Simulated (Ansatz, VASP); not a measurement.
Two plane-wave programs on KZrN

The input INCAR:

```
PREC     = Accurate       # precision mode
ENCUT    = 600            # plane-wave cutoff, eV
EDIFF    = 1E-6           # SCF threshold, eV
ISMEAR   = 0              # smearing method
SIGMA    = 0.1            # smearing width, eV
LREAL    = False          # projectors in reciprocal space
LASPH    = True           # aspherical terms in the spheres
NELM     = 80             # most SCF steps
ALGO     = Normal         # electronic algorithm
ISIF     = 3              # what is computed and relaxed
LWAVE    = False          # write WAVECAR
LCHARG   = False          # write CHGCAR
GGA      = PE             # functional
IBRION   = 2              # ionic algorithm
NSW      = 90             # ionic steps
EDIFFG   = -0.04          # ionic threshold
```

File KPOINTS:

```
regular mesh
0
Gamma
  4 4 4
```

The input POSCAR:

```
KZrN
1.0
    3.8559990400      0.0000000000      0.0000000000
    0.0000000000      3.8559990400      0.0000000000
    0.0000000000      0.0000000000      3.9274979300
K Zr N
1 1 1
Direct
    0.0000000000      0.0000000000      0.0000000000
    0.5000000000      0.5000000000      0.5000000000
    0.5000000000      0.5000000000      0.0000000000
```

Input for Ansatz:

```yaml
crystal:
  lattice:
    - [3.85599904, 0.0, 0.0]
    - [0.0, 3.85599904, 0.0]
    - [0.0, 0.0, 3.92749793]
  atoms:
    - { symbol: K, position: [0.0, 0.0, 0.0] }
    - { symbol: Zr, position: [0.5, 0.5, 0.5] }
    - { symbol: "N", position: [0.5, 0.5, 0.0] }
basis:
  ecutwfc: 420
kpoints:
  mp_grid: { grid: [4, 4, 4] }
hamiltonian:
  xc: pbe
scf:
  occupations: { method: gaussian, width: 0.1 }
  lower_state_search: "off"
output:
  forces: true
  stress: true
  eigenvalues: true
relax:
  adjacent_minimum: "off"
  f_tol: 0.04
  max_steps: 70
  cell: { stress_tol: 0.4 }
```

Change from the starting cell: species swapped into the DyCoC type (P4/mmm, No. 123).

Alike in both runs: task relaxation of cell and atoms; functional PBE; k mesh 4 × 4 × 4; occupations gaussian, width 0.1 eV; no spin polarisation.

```csv
,VASP,Ansatz
version,VASP 6.6.1,Ansatz 0.2.0
potentials or method,"VASP PAW PBE potentials, release 64 (K_sv, Zr_sv, N), cutoff 600 eV","scalar-relativistic, plane waves, PAW"
valence electrons in the cell,26,26
```

|  | VASP | Ansatz | Ansatz less VASP |
| --- | --- | --- | --- |
| gap on the k mesh at the Fermi level, each at its own relaxed structure (eV) | none | none | - |
| relaxed volume (Å³/atom) | 24.83 | 24.65 | -0.180 |
| relaxed cell length with the largest relative difference (Å) | 4.224 | 4.210 | -0.0147 |

A gap of «none» marks a metal or a gap that the smearing closes.

The k mesh is coarse, so the values compare programs but aren't converged. Noted on VASP's run: the volume moved by over 15 % at a fixed basis, so the end points are rough.
